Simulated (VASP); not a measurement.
# Sb (P6_3/mmc) in VASP: settings compared

Sb is run at these levels: PBE, PBEsol; tasks: single point.

All numbers are computed with VASP 6.6.1; they aren't measurements. Logs are shortened: lines on timing, memory, paths and dates and some standing lists are left out, and cuts for length are marked.

## Step 1: The cell of the first run

Symmetry: P6_3/mmc, No. 194, hexagonal system. Conventional cell: a = 3.369 Å, b = 3.369 Å, c = 5.330 Å, α = 90.00°, β = 90.00°, γ = 120.00°. Within 4.3 Å of Sb (site symmetry -6m2) lie 12 Sb at 3.30 to 3.37 Å.

## Step 2: Single point, PBE

Input file INCAR:

```
SYSTEM = Sb
ALGO     = Normal         ! electronic algorithm
EDIFF    = 1E-6           ! SCF threshold, eV
ENCUT    = 520            ! plane-wave cutoff, eV
GGA      = PE             ! functional
ISIF     = 2              ! what is computed and relaxed
ISMEAR   = -1             ! smearing method
LASPH    = .True.         ! aspherical terms in the spheres
LCHARG   = .False.        ! write CHGCAR
LREAL    = .False.        ! projectors in reciprocal space
LWAVE    = .False.        ! write WAVECAR
NBANDS   = 12             ! bands
NELM     = 80             ! most SCF steps
PREC     = Accurate       ! precision mode
SIGMA    = 0.05           ! smearing width, eV
```

Input file KPOINTS:

```
k-points
0
Gamma
  12 12 7
  0 0 0
```

Input file POSCAR:

```
Sb
1.0
    3.3690001795      0.0000000000      0.0000000000
   -1.6845000898      2.9176397408      0.0000000000
    0.0000000000      0.0000000000      5.3300000000
Sb
2
Direct
    0.3333333333      0.6666666667      0.2500000000
    0.6666666667      0.3333333333      0.7500000000
```

Potentials or basis: VASP PAW PBE potentials, release 64 (Sb).

Run with:

```
$ cat potpaw_PBE.64/Sb/POTCAR > POTCAR
$ mpirun -np 1 vasp_std > vasp.out
```

OUTCAR:

```text
SYSTEM = Sb
   EDIFF = 1E-6
   ENCUT = 520
   GGA = PE
   ISIF = 2
   ISMEAR = -1
   LASPH = .True.
   LREAL = .False.
   NELM = 80
   PREC = Accurate

 ion  position               nearest neighbor table
   1  0.333  0.667  0.250-   2 3.30   2 3.30   2 3.30   2 3.30   2 3.30   2 3.30
   2  0.667  0.333  0.750-   1 3.30   1 3.30   1 3.30   1 3.30   1 3.30   1 3.30

  LATTYP: Found a hexagonal cell.
 ALAT       =     3.3690001795
 C/A-ratio  =     1.5820717471

  Lattice vectors:

 A1 = (   3.3690001795,   0.0000000000,   0.0000000000)
 A2 = (  -1.6845000898,   2.9176397408,   0.0000000000)
 A3 = (   0.0000000000,   0.0000000000,   5.3300000000)

Analysis of symmetry for initial positions (statically):
=====================================================================
 Subroutine PRICEL returns:
 Original cell was already a primitive cell.

 Routine SETGRP: Setting up the symmetry group for a
 hexagonal supercell.

 Subroutine GETGRP returns: Found 24 space group operations
 (whereof 12 operations were pure point group operations)
 out of a pool of 24 trial point group operations.

The static configuration has the point symmetry D_3d.
 The point group associated with its full space group is D_6h.

Analysis of symmetry for dynamics (positions and initial velocities):
=====================================================================
 Subroutine PRICEL returns:
 Original cell was already a primitive cell.

 Routine SETGRP: Setting up the symmetry group for a
 hexagonal supercell.

 Subroutine GETGRP returns: Found 24 space group operations
 (whereof 12 operations were pure point group operations)
 out of a pool of 24 trial point group operations.

The dynamic configuration has the point symmetry D_3d.
 The point group associated with its full space group is D_6h.

 Subroutine INISYM returns: Found 24 space group operations
 (whereof 12 operations are pure point group operations),
 and found     1 'primitive' translations

----------------------------------------------------------------------------------------

                                     Primitive cell

  volume of cell :      52.3914

  direct lattice vectors                    reciprocal lattice vectors
     3.369000179  0.000000000  0.000000000     0.296823968  0.171371398  0.000000000
    -1.684500090  2.917639741  0.000000000     0.000000000  0.342742795  0.000000000
     0.000000000  0.000000000  5.330000000     0.000000000  0.000000000  0.187617261

  length of vectors
     3.369000179  3.369000180  5.330000000     0.342742795  0.342742795  0.187617261

  position of ions in fractional coordinates (direct lattice)
     0.333333333  0.666666667  0.250000000
     0.666666667  0.333333333  0.750000000

  ion indices of the primitive-cell ions
   primitive index   ion index
                 1           1
                 2           2

----------------------------------------------------------------------------------------

 KPOINTS: k-points

Automatic generation of k-mesh.
 Grid dimensions read from file:
 generate k-points for:   12   12    7

 Generating k-lattice:

  Cartesian coordinates                     Fractional coordinates (reciprocal lattice)
     0.024735331  0.014280950  0.000000000     0.083333333 -0.000000000  0.000000000
     0.000000000  0.028561900  0.000000000     0.000000000  0.083333333  0.000000000
     0.000000000  0.000000000  0.026802466     0.000000000  0.000000000  0.142857143

  Length of vectors
     0.028561900  0.028561900  0.026802466

  Shift w.r.t. Gamma in fractional coordinates (k-lattice)
     0.000000000  0.000000000  0.000000000

 Subroutine IBZKPT returns following result:
 ===========================================

 Found     76 irreducible k-points:

 Following reciprocal coordinates:
            Coordinates               Weight
  0.000000  0.000000  0.000000      1.000000
  0.083333  0.000000  0.000000      6.000000
  0.166667  0.000000  0.000000      6.000000
  0.250000  0.000000  0.000000      6.000000
  0.333333  0.000000  0.000000      6.000000
  0.416667  0.000000  0.000000      6.000000
[... 16 lines left out ...]
  0.250000  0.000000  0.142857     12.000000
  0.333333  0.000000  0.142857     12.000000
 [... further k-points ...]
   k-points           NKPTS =     76   k-points in BZ     NKDIM =     76   number of bands    NBANDS=     12
   number of dos      NEDOS =    301   number of ions     NIONS =      2
   total plane-waves  NPLWV =  31360
   dimension x,y,z NGX =    28 NGY =   28 NGZ =   40
   dimension x,y,z NGXF=    56 NGYF=   56 NGZF=   80
   ions per type =               2
   NGX,Y,Z   is equivalent  to a cutoff of  13.82, 13.82, 12.48 a.u.
   NGXF,Y,Z  is equivalent  to a cutoff of  27.63, 27.63, 24.95 a.u.
 SYSTEM =  Sb
   PREC   = accura    normal or accurate (medium, high low for compatibility)
   ISTART =      0    job   : 0-new  1-cont  2-samecut
   ICHARG =      2    charge: 1-file 2-atom 10-const
   ISPIN  =      1    spin polarized calculation?
   LNONCOLLINEAR =      F non collinear calculations
   LSORBIT =      F    spin-orbit coupling
   LASPH  =      T    aspherical Exc in radial PAW
   ENCUT  =  520.0 eV  38.22 Ry    6.18 a.u.   6.26  6.26  9.91*2*pi/ulx,y,z
   NELM   =     80;   NELMIN=  2; NELMDL= -5     # of ELM steps
   EDIFF  = 0.1E-05   stopping-criterion for ELM
   LREAL  =      F    real-space projection
   EDIFFG = 0.1E-04   stopping-criterion for IOM
   NSW    =      0    number of steps for IOM
   IBRION =     -1    ionic relax: 0-MD 1-quasi-New 2-CG
   NFREE  =      0    steps in history (QN), initial steepest desc. (CG)
   ISIF   =      2    stress and relaxation
   ISYM   =      2    0-nonsym 1-usesym 2-fastsym
   POTIM  = 0.5000    time-step for ionic-motion
   TEBEG  =    0.0;   TEEND  =   0.0 temperature during run
   PSTRESS=    0.0 pullay stress
   NELECT =      10.0000    total number of electrons
   NUPDOWN=      -1.0000    fix difference up-down
   EMIN   =  10.00;   EMAX   =-10.00  energy-range for DOS
   EFERMI =   0.00;   METHOD = LEGACY
   ISMEAR =    -1;   SIGMA  =   0.05  broadening in eV -4-tet -1-fermi 0-gaus
   EFERMI_NEDOS =   21; number of points for ismear=-14 and -15
   IALGO  =     38    algorithm
   IMIX   =      4    mixing-type and parameters
     AMIX     =   0.40;   BMIX     =  1.00
     AMIX_MAG =   1.60;   BMIX_MAG =  1.00
  volume/ion in A,a.u.               =      26.20       176.78
  Fermi-wavevector in a.u.,A,eV,Ry     =   0.942587  1.781231 12.088376  0.888471
  Thomas-Fermi vector in A             =   2.070211
   LORBIT       =      0    0 simple, 1 ext, 2 COOP (PROOUT), +10 PAW based schemes
   GGA     = PE    functional components
   LHFCALC =     F    Hartree Fock is set to
   AEXX    =    0.0000 exact exchange contribution
   IVDW    =     0    specifies the selected vdW correction
   LEPSILON=     F    determine dielectric tensor
   LRPA    =     F    only Hartree local field effects (RPA)
 non-spin polarized calculation
  energy-cutoff  :      520.00
  volume of cell :       52.39
 maximum number of plane-waves:      1428
 NGX is ok and might be reduce to    28
   NGX = 13   NGY = 13   NGZ = 19

 number of electron      10.0000000 magnetization

 Free energy of the ion-electron system (eV)
  ---------------------------------------------------
  ext. energy  EPLUGINS =         0.00000000
  ---------------------------------------------------
  free energy    TOTEN  =        -7.70903178 eV

  energy without entropy =       -7.69856800  energy(sigma->0) =       -7.70379989

 E-fermi :   8.9212     XC(G=0): -10.3516

 val. band max:        8.9098889346   @ k =   0.1667   0.0000   0.0000
 cond. band min:       8.9332938584   @ k =   0.3333   0.2500   0.0000
 fundamental gap:      0.0234049238
 Fermi energy:         8.9212330662

 k-point     1 :       0.0000    0.0000    0.0000
  band No.  band energies     occupation
      1      -4.2588      2.00000
      2      -0.0299      2.00000
      3       2.9514      2.00000
      4      12.2290      0.00000
      5      12.2290      0.00000
      6      14.0297      0.00000
      7      14.0297      0.00000
      8      14.9663      0.00000
      9      16.3033      0.00000
     10      17.7127      0.00000
     11      18.7920      0.00000
     12      18.7920      0.00000

 k-point     2 :       0.0833    0.0000    0.0000
  band No.  band energies     occupation
      1      -4.1366      2.00000
      2       0.0749      2.00000
      3       3.0793      2.00000
      4      11.0228      0.00000
      5      11.7692      0.00000
      6      13.4072      0.00000
      7      14.1775      0.00000
      8      14.7417      0.00000
      9      16.7465      0.00000
     10      17.4962      0.00000
     11      18.8001      0.00000
     12      19.3140      0.00000

 k-point     3 :       0.1667    0.0000    0.0000
  band No.  band energies     occupation
      1      -3.7714      2.00000
      2       0.3800      2.00000
      3       3.4598      2.00000
      4       8.9099      1.11296
      5      10.9327      0.00000
      6      11.9621      0.00000
      7      13.9387      0.00000
      8      14.0703      0.00000
      9      15.5118      0.00000
     10      18.1364      0.00000
     11      18.5831      0.00000
     12      19.3267      0.00000
[... 286 lines left out ...]
 k-point    23 :       0.2500    0.0000    0.1429
  band No.  band energies     occupation
      1      -3.0614      2.00000
      2       0.3384      2.00000
      3       4.7231      2.00000
      4       7.0081      2.00000
      5       9.7467      0.00000
      6      10.2542      0.00000
      7      12.6775      0.00000
      8      13.3009      0.00000
      9      14.6042      0.00000
     10      16.7456      0.00000
     11      17.7455      0.00000
     12      19.1319      0.00000

 k-point    24 :       0.3333    0.0000    0.1429
  band No.  band energies     occupation
      1      -2.2422      2.00000
      2       0.9154      2.00000
      3       4.6756      2.00000
      4       6.0741      2.00000
      5       7.9094      2.00000
      6       9.6456      0.00000
      7      11.4516      0.00000
      8      12.8033      0.00000
      9      13.8376      0.00000
     10      16.1312      0.00000
     11      17.9191      0.00000
     12      18.7347      0.00000

 [... further k-points ...]

------------------------ aborting loop because EDIFF is reached ----------------------------------------

  FORCE on cell =-STRESS in cart. coord.  units (eV):
  Direction    XX          YY          ZZ          XY          YZ          ZX
  --------------------------------------------------------------------------------------
  -------------------------------------------------------------------------------------
  Total        1.0676618      1.0676618      0.6975988     -0.0000000      0.0000000      0.0000000
  in kB       32.6500895     32.6500895     21.3332199     -0.0000000      0.0000000      0.0000000
  external PRESSURE =      28.8777997 kB  Pullay stress =       0.0000000 kB

 VOLUME and BASIS-vectors are now :
 -----------------------------------------------------------------------------
  energy-cutoff  :      520.00
  volume of cell :       52.39
      direct lattice vectors                 reciprocal lattice vectors
     3.369000179  0.000000000  0.000000000     0.296823968  0.171371398  0.000000000
    -1.684500090  2.917639741  0.000000000     0.000000000  0.342742795  0.000000000
     0.000000000  0.000000000  5.330000000     0.000000000  0.000000000  0.187617261

 POSITION                                       TOTAL-FORCE (eV/Angst)
 -----------------------------------------------------------------------------------
     -0.00000      1.94509      1.33250         0.000000      0.000000      0.000000
      1.68450      0.97255      3.99750        -0.000000      0.000000      0.000000
 -----------------------------------------------------------------------------------
    total drift:                               -0.000000      0.000000      0.000000

  FREE ENERGIE OF THE ION-ELECTRON SYSTEM (eV)
  ---------------------------------------------------
  free  energy   TOTEN  =        -7.7090317819 eV

  energy  without entropy=       -7.6985679967  energy(sigma->0) =       -7.70379989
```

Run time: 38 s. Hardware: 1 thread of Intel Xeon Platinum 8488C (Sapphire Rapids), shared host; peak memory 0.19 GiB.

What came out:

```
Free energy            : -7.7090 eV
Pressure               : 2.9 GPa
Band gap on the k mesh : zero (band 5 reaches 12.92 eV, above the bottom of band 6 at 5.95 eV)
```

Stress tensor (GPa, compression positive):
```
3.27 0.00 0.00
0.00 3.27 0.00
0.00 0.00 2.13
```

Caveat: spin-orbit coupling is left out, which moves the levels of the heavy elements.

## Step 3: Single point, PBEsol (functional pbesol, volume scaled by 1.04)

Input file INCAR:

```
SYSTEM = Sb
  ALGO = Normal
  EDIFF = 1E-6
  ENCUT = 520
  GGA = PS
  ISIF = 2
  ISMEAR = -1
  LASPH = .True.
  LCHARG = .True.
  LELF = .True.
  LREAL = .False.
  LVHAR = .True.
  LWAVE = .False.
  NBANDS = 12
  NELM = 80
  PREC = Accurate
  SIGMA = 0.05
```

KPOINTS is that of step 2.

Input file POSCAR:

```
Sb
1.0
    3.4133342133      0.0000000000      0.0000000000
   -1.7066671067      2.9560341404      0.0000000000
    0.0000000000      0.0000000000      5.4001396224
Sb
2
Direct
    0.3333333333      0.6666666667      0.2500000000
    0.6666666667      0.3333333333      0.7500000000
```

Potentials or basis: VASP PAW PBE potentials, release 64 (Sb).

Run with:

```
$ cat potpaw_PBE.64/Sb/POTCAR > POTCAR
$ mpirun -np 1 vasp_std > vasp.out
```

Run time: 36 s. Hardware: 1 thread of Intel Xeon Platinum 8488C (Sapphire Rapids), shared host; peak memory 0.19 GiB.

Results (log left out):

| Property | Result |
| --- | --- |
| Free energy | -8.6623 eV |
| Pressure | -2.7 GPa |
| Band gap on the k mesh | zero (band 5 reaches 12.05 eV, above the bottom of band 6 at 5.43 eV) |

Stress tensor (GPa, compression positive):
```
-2.27  0.00  0.00
 0.00 -2.27  0.00
 0.00  0.00 -3.42
```

Levels at points of the mesh, in eV from the Fermi level:
```csv
k point,band 3,band 4,band 5,band 6,band 7,band 8
"(0.00, 0.00, 0.00)",-5.73,3.14,3.14,4.86,4.86,5.71
"(0.50, 0.00, 0.00)",-4.20,-2.83,-2.31,-0.16,0.10,3.58
```

Caveat: the PAW data sets were made with another functional, which shifts forces and pressure a little; spin-orbit coupling is left out, which moves the levels of the heavy elements.

## Step 4: Single point, PBE, non-collinear spin, zero start, spin-orbit coupling

Input file INCAR:

```
  ALGO = Normal
  EDIFF = 1E-7
  ENCUT = 520
  GGA = PE
  GGA_COMPAT = False
  ISIF = 2
  ISMEAR = -1
  LASPH = True
  LCHARG = True
  LORBIT = 11
  LORBMOM = True
  LREAL = False
  LSORBIT = True
  LVHAR = True
  LWAVE = False
  MAGMOM = 0 0 0 0 0 0
  NBANDS = 22
  NELM = 150
  PREC = Accurate
  SIGMA = 0.05
```

Input file KPOINTS:

```
k-points
0
Gamma
  12 12 7
```

Input file POSCAR:

```
Sb
1.0
    3.3690001795      0.0000000000      0.0000000000
   -1.6845000898      2.9176397408      0.0000000000
    0.0000000000      0.0000000000      5.3300000000
Sb
2
Direct
    0.3333333333      0.6666666667      0.2500000000
    0.6666666667      0.3333333333      0.7500000000
```

Run with:

```
$ cat potpaw_PBE.64/Sb/POTCAR > POTCAR
$ mpirun -np 1 vasp_ncl > vasp.out
```

Run time: 3.8 min. Hardware: 1 thread of Intel Xeon Platinum 8488C (Sapphire Rapids), shared host; peak memory 0.36 GiB.

It converged, with:

```yaml
Free_energy: -7.8466 eV
Pressure: 3.0 GPa
Net_moment: 0.00 μB per cell
Valence_electrons_inside_the_program's_atomic_spheres: Sb 2.35
```

Stress tensor (GPa, compression positive):
```
3.36 0.00 0.00
0.00 3.36 0.00
0.00 0.00 2.29
```

Moments on the atoms (μB; x, y, z):
```
Sb  0.00 0.00 0.00
Sb  0.00 0.00 0.00
```

## Step 5: Overview

```csv
level,spin,cell,gap on the mesh (eV),pressure (GPa)
PBE,off,"a = 3.369, b = 3.369, c = 5.330 Å, angles 90.0, 90.0, 120.0°, 2 atoms",none,2.9
PBEsol,off,"a = 3.413, b = 3.413, c = 5.400 Å, angles 90.0, 90.0, 120.0°, 2 atoms",none,-2.7
PBE,"non-collinear, zero start, SOC","a = 3.369, b = 3.369, c = 5.330 Å, angles 90.0, 90.0, 120.0°, 2 atoms",-,3.0
```

Alike in all rows: task single point; potentials or basis VASP PAW PBE potentials, release 64 (Sb); k mesh 12 × 12 × 7; cutoff (eV) 520; smearing fermi-dirac 0.05 eV.

Caveats: spin-orbit coupling is left out, which moves the levels of the heavy elements (some runs); the PAW data sets were made with another functional, which shifts forces and pressure a little (some runs).

Absolute energies hang on the potentials; compare differences alone.
